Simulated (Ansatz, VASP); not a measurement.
# Two plane-wave programs on InTe4W

```xyz
6
Lattice="4.8329 0.0000 0.0000 0.0000 4.8329 0.0000 0.0000 0.0000 7.3999" Properties=species:S:1:pos:R:3 pbc="T T T"
In    0.0000    0.0000    0.0000
Te    2.4165    0.0000    5.2626
Te    0.0000    2.4165    2.1372
Te    2.4165    0.0000    2.1372
Te    0.0000    2.4165    5.2626
W     2.4165    2.4165    3.6999
```

Change from the starting cell: species swapped into the NaHoF4 type (P4/mmm, No. 123).

Alike in both runs: functional PBE; k mesh 4 × 4 × 4; occupations gaussian, width 0.1 eV; no spin polarisation.

Ansatz relaxed the structure, and its values are those at the end. VASP's run is a single point on that final structure, the one shown.

```csv
,VASP,Ansatz
version,VASP 6.6.1,Ansatz 0.2.0
potentials or method,"VASP PAW PBE potentials, release 64 (In_d, Te, W_sv), cutoff 520 eV","scalar-relativistic, plane waves, PAW"
valence electrons in the cell,51,91
```

VASP gave:

* gap on the k mesh at the Fermi level (eV): none
* pressure (GPa): 0.2
* rms of the force components (eV/Å): 0.015

**Question.** Estimate Ansatz's values.

**Answer.** gap on the k mesh at the Fermi level (eV): none; pressure (GPa): 0.2; rms of the force components (eV/Å): 0.014.

A gap of «none» marks a metal or a gap that the smearing closes. With one functional, cell and mesh, what is left measures potentials, basis and numerics. VASP's potentials hold 51 valence electrons a cell and Ansatz's 91, so a difference there can come from the potentials and not from the codes.

Spin-orbit coupling is off throughout.
